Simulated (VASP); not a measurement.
PbO: single point with PBE+D3(BJ)

Crystal: PbO.

```xyz
8
Lattice="5.8820 0.0000 0.0000 0.0000 5.5391 0.0000 0.0000 0.0000 4.7934" Properties=species:S:1:pos:R:3 pbc="T T T"
Pb    1.3649   -0.0591    1.1983
Pb    4.5171    5.5982    3.5950
Pb    1.3649    2.8286    3.5950
Pb    4.5171    2.7104    1.1983
O     5.0564    0.4914    1.1983
O     0.8256    5.0477    3.5950
O     5.0564    2.2782    3.5950
O     0.8256    3.2609    1.1983
```

```json
{
 "Program": "VASP 6.6.1",
 "Task": "single point",
 "Functional": "PBE",
 "Dispersion": "D3(BJ)",
 "Potentials or basis": "VASP PAW PBE potentials, release 64 (Pb_d, O)",
 "Cutoff": "520 eV",
 "k mesh": "4 × 4 × 6",
 "Occupations": "fermi-dirac, width 0.02 eV",
 "Spin": "no spin polarisation",
 "Dipole correction": "no",
 "Further INCAR settings": "ALGO = Normal; EDIFF = 1e-06; NBANDS = 50"
}
```

```json
{"Pressure": "0.1 GPa", "Largest force": "0.040 eV/Å", "Band gap on the k mesh": "2.05 eV (least direct gap 2.28 eV)", "Dispersion energy per atom": "-0.244 eV"}
```

Forces on the atoms (eV/Å):
```
Pb   0.036  0.018  0.000
Pb  -0.036 -0.018  0.000
Pb   0.036 -0.018  0.000
Pb  -0.036  0.018  0.000
O   -0.012 -0.011  0.000
O    0.012  0.011  0.000
O   -0.012  0.011  0.000
O    0.012 -0.011  0.000
```

Stress tensor (GPa, compression positive):
```
0.12 0.00 0.00
0.00 0.09 0.00
0.00 0.00 0.00
```

Levels at points of the mesh, in eV from the valence-band top:
```tsv
k point	band 36	band 37	band 38	band 39	band 40	band 41	band 42	band 43	band 44	band 45
(0.00, 0.00, 0.00)	-1.80	-1.23	-1.21	-0.40	-0.08	3.40	3.90	4.54	5.36	5.64
(0.50, 0.00, 0.00)	-1.58	-1.29	-0.64	-0.38	0.00	2.75	3.18	3.74	4.80	5.94
(0.00, 0.50, 0.00)	-1.68	-0.93	-0.93	-0.19	-0.19	3.99	3.99	4.87	4.87	5.00
(0.50, 0.50, 0.00)	-1.71	-0.58	-0.58	-0.41	-0.41	3.01	3.01	4.01	4.01	4.43
(0.00, 0.00, 0.50)	-1.27	-0.73	-0.73	-0.24	-0.24	4.13	4.13	4.84	4.84	4.94
(0.50, 0.00, 0.50)	-1.00	-0.44	-0.44	-0.32	-0.32	3.11	3.11	3.62	3.62	4.74
(0.00, 0.50, 0.50)	-1.35	-0.68	-0.68	-0.68	-0.68	3.37	3.37	3.37	3.37	5.89
(0.50, 0.50, 0.50)	-1.37	-0.47	-0.47	-0.47	-0.47	2.43	2.43	2.43	2.43	6.80
```

Wall time 5.2 min on 1 thread of Intel(R) Xeon(R) Platinum 8559C (Emerald Rapids), with other jobs on the host, peak memory 0.39 GiB.

Caveat: spin-orbit coupling is left out, which moves the levels of the heavy elements. A hybrid or GW would open this gap; PBE tends to underestimate it.
